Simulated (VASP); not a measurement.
# CoW3 (Cmmm) in VASP: single point with PBEsol

Aim: the single point of CoW3 with PBEsol.

Everything below comes from runs of VASP 6.6.1. Logs are shortened: lines on timing, memory, paths and dates and some standing lists are left out, and cuts for length are marked.

## Step 1: The cell of the first run

The structure is orthorhombic, space group Cmmm (No. 65). Conventional cell: a = 5.375 Å, b = 5.538 Å, c = 3.858 Å, α = 90.00°, β = 90.00°, γ = 90.00°. Co (site symmetry mmm) has 12 W at 2.69 to 2.77 Å within 3.5 Å. W (site symmetry mmm) has 4 Co at 2.69 to 2.77 Å and 8 W at 2.73 Å within 3.5 Å. W (site symmetry 2/m) has 8 W at 2.69 to 2.77 Å and 4 Co at 2.73 Å within 3.5 Å.

## Step 2: Single point, PBEsol (strain +0.0300 x Voigt [0, 0, 0, 1, 0, 0])

The input, INCAR:

```
ALGO     = Fast           # electronic algorithm
EDIFF    = 1E-7           # SCF threshold, eV
ENCUT    = 520            # plane-wave cutoff, eV
GGA      = PS             # functional
ISIF     = 2              # what is computed and relaxed
ISMEAR   = 0              # smearing method
LASPH    = True           # aspherical terms in the spheres
LCHARG   = False          # write CHGCAR
LREAL    = False          # projectors in reciprocal space
LWAVE    = False          # write WAVECAR
NBANDS   = 34             # bands
NELM     = 60             # most SCF steps
PREC     = Accurate       # precision mode
SIGMA    = 0.15           # smearing width, eV
```

The input, KPOINTS:

```
k-points
0
Gamma
  12 12 12
```

The input, POSCAR:

```
CoW3
1.0
    3.8582449849      0.0000000000      0.0000000000
    0.0000000000      3.8582449849      0.0578736748
    0.0000000000      0.0578736748      3.8582449849
Co W
1 3
Direct
    0.0000000000      0.0000000000      0.0000000000
    0.0000000000      0.5000000000      0.5000000000
    0.5000000000      0.0000000000      0.5000000000
    0.5000000000      0.5000000000      0.0000000000
```

Potentials or basis: VASP PAW PBE potentials, release 64 (Co, W_sv).

Launch:

```bash
$ cat potpaw_PBE.64/Co/POTCAR potpaw_PBE.64/W_sv/POTCAR > POTCAR
$ mpirun -np 1 vasp_std > vasp.out
```

OUTCAR:

```text
EDIFF = 1E-7
   ENCUT = 520
   GGA = PS
   ISIF = 2
   ISMEAR = 0
   LASPH = True
   LREAL = False
   NELM = 60
   PREC = Accurate

 ion  position               nearest neighbor table
   1  0.000  0.000  0.000-   2 2.69   2 2.69   3 2.73   3 2.73   4 2.73   4 2.73   3 2.73   4 2.73
                             3 2.73   4 2.73   2 2.77   2 2.77
   2  0.000  0.500  0.500-   1 2.69   1 2.69   3 2.73   4 2.73   4 2.73   3 2.73   3 2.73   4 2.73
                             4 2.73   3 2.73   1 2.77   1 2.77
   3  0.500  0.000  0.500-   4 2.69   4 2.69   1 2.73   1 2.73   2 2.73   2 2.73   1 2.73   2 2.73
                             1 2.73   2 2.73   4 2.77   4 2.77
   4  0.500  0.500  0.000-   3 2.69   3 2.69   2 2.73   1 2.73   1 2.73   2 2.73   1 2.73   2 2.73
                             2 2.73   1 2.73   3 2.77   3 2.77

  LATTYP: Found a base centered orthorhombic cell.
 ALAT       =     5.3745366488
 B/A-ratio  =     1.0304568528
 C/A-ratio  =     0.7178749048

  Lattice vectors:

 A1 = (   0.0000000000,  -0.0578736748,  -3.8582449849)
 A2 = (   0.0000000000,   3.8582449849,   0.0578736748)
 A3 = (   3.8582449849,   0.0000000000,   0.0000000000)

Analysis of symmetry for initial positions (statically):
=====================================================================
 Subroutine PRICEL returns:
 Original cell was already a primitive cell.

 Routine SETGRP: Setting up the symmetry group for a
 base centered orthorhombic supercell.

 Subroutine GETGRP returns: Found  8 space group operations
 (whereof  8 operations were pure point group operations)
 out of a pool of  8 trial point group operations.

The static configuration has the point symmetry D_2h.

Analysis of symmetry for dynamics (positions and initial velocities):
=====================================================================
 Subroutine PRICEL returns:
 Original cell was already a primitive cell.

 Routine SETGRP: Setting up the symmetry group for a
 base centered orthorhombic supercell.

 Subroutine GETGRP returns: Found  8 space group operations
 (whereof  8 operations were pure point group operations)
 out of a pool of  8 trial point group operations.

The dynamic configuration has the point symmetry D_2h.

 Subroutine INISYM returns: Found  8 space group operations
 (whereof  8 operations are pure point group operations),
 and found     1 'primitive' translations

----------------------------------------------------------------------------------------

                                     Primitive cell

  volume of cell :      57.4211

  direct lattice vectors                    reciprocal lattice vectors
     3.858244985  0.000000000  0.000000000     0.259185201  0.000000000  0.000000000
     0.000000000  3.858244985  0.057873675     0.000000000  0.259243530 -0.003888653
     0.000000000  0.057873675  3.858244985     0.000000000 -0.003888653  0.259243530

  length of vectors
     3.858244985  3.858679013  3.858679013     0.259185201  0.259272694  0.259272694

  position of ions in fractional coordinates (direct lattice)
     0.000000000  0.000000000  0.000000000
     0.000000000  0.500000000  0.500000000
     0.500000000  0.000000000  0.500000000
     0.500000000  0.500000000  0.000000000

  ion indices of the primitive-cell ions
   primitive index   ion index
                 1           1
                 2           2
                 3           3
                 4           4

----------------------------------------------------------------------------------------

 KPOINTS: k-points

Automatic generation of k-mesh.
 Grid dimensions read from file:
 generate k-points for:   12   12   12

 Generating k-lattice:

  Cartesian coordinates                     Fractional coordinates (reciprocal lattice)
     0.021598767  0.000000000  0.000000000     0.083333333  0.000000000  0.000000000
     0.000000000  0.021603628 -0.000324054     0.000000000  0.083333333  0.000000000
     0.000000000 -0.000324054  0.021603628     0.000000000  0.000000000  0.083333333

  Length of vectors
     0.021598767  0.021606058  0.021606058

  Shift w.r.t. Gamma in fractional coordinates (k-lattice)
     0.000000000  0.000000000  0.000000000

 Subroutine IBZKPT returns following result:
 ===========================================

 Found    301 irreducible k-points:

 Following reciprocal coordinates:
            Coordinates               Weight
  0.000000  0.000000  0.000000      1.000000
  0.083333  0.000000  0.000000      2.000000
  0.166667  0.000000  0.000000      2.000000
  0.250000  0.000000  0.000000      2.000000
  0.333333  0.000000  0.000000      2.000000
  0.416667  0.000000  0.000000      2.000000
[... 16 lines left out ...]
  0.083333  0.250000 -0.000000      8.000000
  0.166667  0.250000 -0.000000      8.000000
 [... further k-points ...]
   k-points           NKPTS =    301   k-points in BZ     NKDIM =    301   number of bands    NBANDS=     34
   number of dos      NEDOS =    301   number of ions     NIONS =      4
   total plane-waves  NPLWV =  27000
   dimension x,y,z NGX =    30 NGY =   30 NGZ =   30
   dimension x,y,z NGXF=    60 NGYF=   60 NGZF=   60
   ions per type =               1   3
   NGX,Y,Z   is equivalent  to a cutoff of  12.93, 12.93, 12.93 a.u.
   NGXF,Y,Z  is equivalent  to a cutoff of  25.85, 25.85, 25.85 a.u.
 SYSTEM =  unknown system
   PREC   = accura    normal or accurate (medium, high low for compatibility)
   ISTART =      0    job   : 0-new  1-cont  2-samecut
   ICHARG =      2    charge: 1-file 2-atom 10-const
   ISPIN  =      1    spin polarized calculation?
   LNONCOLLINEAR =      F non collinear calculations
   LSORBIT =      F    spin-orbit coupling
   LASPH  =      T    aspherical Exc in radial PAW
   ENCUT  =  520.0 eV  38.22 Ry    6.18 a.u.   7.17  7.17  7.17*2*pi/ulx,y,z
   NELM   =     60;   NELMIN=  2; NELMDL= -5     # of ELM steps
   EDIFF  = 0.1E-06   stopping-criterion for ELM
   LREAL  =      F    real-space projection
   EDIFFG = 0.1E-05   stopping-criterion for IOM
   NSW    =      0    number of steps for IOM
   IBRION =     -1    ionic relax: 0-MD 1-quasi-New 2-CG
   NFREE  =      0    steps in history (QN), initial steepest desc. (CG)
   ISIF   =      2    stress and relaxation
   ISYM   =      2    0-nonsym 1-usesym 2-fastsym
   POTIM  = 0.5000    time-step for ionic-motion
   TEBEG  =    0.0;   TEEND  =   0.0 temperature during run
   PSTRESS=    0.0 pullay stress
   NELECT =      51.0000    total number of electrons
   NUPDOWN=      -1.0000    fix difference up-down
   EMIN   =  10.00;   EMAX   =-10.00  energy-range for DOS
   EFERMI =   0.00;   METHOD = LEGACY
   ISMEAR =     0;   SIGMA  =   0.15  broadening in eV -4-tet -1-fermi 0-gaus
   EFERMI_NEDOS =   21; number of points for ismear=-14 and -15
   IALGO  =     68    algorithm
   IMIX   =      4    mixing-type and parameters
     AMIX     =   0.40;   BMIX     =  1.00
     AMIX_MAG =   1.60;   BMIX_MAG =  1.00
  volume/ion in A,a.u.               =      14.36        96.87
  Fermi-wavevector in a.u.,A,eV,Ry     =   1.573648  2.973764 33.693044  2.476369
  Thomas-Fermi vector in A             =   2.674901
   LORBIT       =      0    0 simple, 1 ext, 2 COOP (PROOUT), +10 PAW based schemes
   GGA     = PS    functional components
   LHFCALC =     F    Hartree Fock is set to
   AEXX    =    0.0000 exact exchange contribution
   IVDW    =     0    specifies the selected vdW correction
   LEPSILON=     F    determine dielectric tensor
   LRPA    =     F    only Hartree local field effects (RPA)
 non-spin polarized calculation
 RMM-DIIS sequential band-by-band and
 Gauss-broadening in eV      SIGMA  =   0.15
  energy-cutoff  :      520.00
  volume of cell :       57.42
 maximum number of plane-waves:      1562
 NGX is ok and might be reduce to    30
   NGX = 15   NGY = 15   NGZ = 15

 number of electron      51.0000020 magnetization

 Free energy of the ion-electron system (eV)
  ---------------------------------------------------
  ext. energy  EPLUGINS =         0.00000000
  ---------------------------------------------------
  free energy    TOTEN  =       -48.13449531 eV

  energy without entropy =      -48.08175122  energy(sigma->0) =      -48.10812326

 E-fermi :  10.8197     XC(G=0): -13.8120

 val. band max:       10.8189809217   @ k =   0.0000   0.3333   0.0000
 cond. band min:      10.8201144940   @ k =   0.2500  -0.2500   0.2500
 fundamental gap:      0.0011335722
 Fermi energy:        10.8197024121

 k-point     1 :       0.0000    0.0000    0.0000
  band No.  band energies     occupation
      1     -62.7786      2.00000
      2     -62.5903      2.00000
      3     -62.5872      2.00000
      4     -27.5929      2.00000
      5     -27.5335      2.00000
      6     -27.4802      2.00000
[... 26 lines left out ...]
     33      16.7776      0.00000
     34      17.6971      0.00000

 k-point     2 :       0.0833    0.0000    0.0000
  band No.  band energies     occupation
      1     -62.7757      2.00000
      2     -62.5932      2.00000
      3     -62.5872      2.00000
      4     -27.5825      2.00000
      5     -27.5168      2.00000
      6     -27.4690      2.00000
[... 26 lines left out ...]
     33      16.5889      0.00000
     34      17.6462      0.00000

 k-point     3 :       0.1667    0.0000    0.0000
  band No.  band energies     occupation
      1     -62.7674      2.00000
      2     -62.6015      2.00000
      3     -62.5871      2.00000
      4     -27.5529      2.00000
      5     -27.4673      2.00000
      6     -27.4367      2.00000
[... 26 lines left out ...]
     33      16.0679      0.00000
     34      17.8313      0.00000
[... 704 lines left out ...]
 k-point    23 :       0.0833    0.2500   -0.0000
  band No.  band energies     occupation
      1     -62.7518      2.00000
      2     -62.6127      2.00000
      3     -62.5913      2.00000
      4     -27.4865      2.00000
      5     -27.4340      2.00000
      6     -27.3300      2.00000
[... 26 lines left out ...]
     33      15.4430      0.00000
     34      17.2496      0.00000

 k-point    24 :       0.1667    0.2500   -0.0000
  band No.  band energies     occupation
      1     -62.7445      2.00000
      2     -62.6148      2.00000
      3     -62.5964      2.00000
      4     -27.5080      2.00000
      5     -27.4013      2.00000
      6     -27.2556      2.00000
[... 26 lines left out ...]
     33      15.4032      0.00000
     34      16.4977      0.00000

 [... further k-points ...]

------------------------ aborting loop because EDIFF is reached ----------------------------------------

  FORCE on cell =-STRESS in cart. coord.  units (eV):
  Direction    XX          YY          ZZ          XY          YZ          ZX
  --------------------------------------------------------------------------------------
  -------------------------------------------------------------------------------------
  Total        0.2603048      0.3294056      0.3294056      0.0000000     -1.3978896      0.0000000
  in kB        7.2630850      9.1911493      9.1911493      0.0000000    -39.0042353      0.0000000
  external PRESSURE =       8.5484612 kB  Pullay stress =       0.0000000 kB

 VOLUME and BASIS-vectors are now :
 -----------------------------------------------------------------------------
  energy-cutoff  :      520.00
  volume of cell :       57.42
      direct lattice vectors                 reciprocal lattice vectors
     3.858244985  0.000000000  0.000000000     0.259185201  0.000000000  0.000000000
     0.000000000  3.858244985  0.057873675     0.000000000  0.259243530 -0.003888653
     0.000000000  0.057873675  3.858244985     0.000000000 -0.003888653  0.259243530

 POSITION                                       TOTAL-FORCE (eV/Angst)
 -----------------------------------------------------------------------------------
      0.00000      0.00000      0.00000         0.000000     -0.000000      0.000000
      0.00000      1.95806      1.95806         0.000000     -0.000000      0.000000
      1.92912      0.02894      1.92912         0.000000      0.000000      0.000000
      1.92912      1.92912      0.02894         0.000000      0.000000      0.000000
 -----------------------------------------------------------------------------------
    total drift:                                0.000000      0.000000     -0.000000

  FREE ENERGIE OF THE ION-ELECTRON SYSTEM (eV)
  ---------------------------------------------------
  free  energy   TOTEN  =       -48.1344953055 eV

  energy  without entropy=      -48.0817512218  energy(sigma->0) =      -48.10812326
```

Run time: 6 min. Hardware: 1 thread of Intel Xeon 6975P-C (Granite Rapids), shared host; peak memory 0.54 GiB.

Results:

```yaml
Free_energy: -48.1345 eV
Pressure: 0.9 GPa
Band_gap_on_the_k_mesh: zero (an odd number of electrons rules out a gap without spin polarisation)
```

Stress tensor (GPa, compression positive):
```
 0.73  0.00  0.00
 0.00  0.92 -3.90
 0.00 -3.90  0.92
```

Caveat: the cell differs from its parent crystal (strain +0.0300 x Voigt [0, 0, 0, 1, 0, 0]); the PAW data sets were made with another functional, which shifts forces and pressure a little; spin-orbit coupling is left out, which moves the levels of the heavy elements; the run has no spin polarisation, though such a crystal can be magnetic.
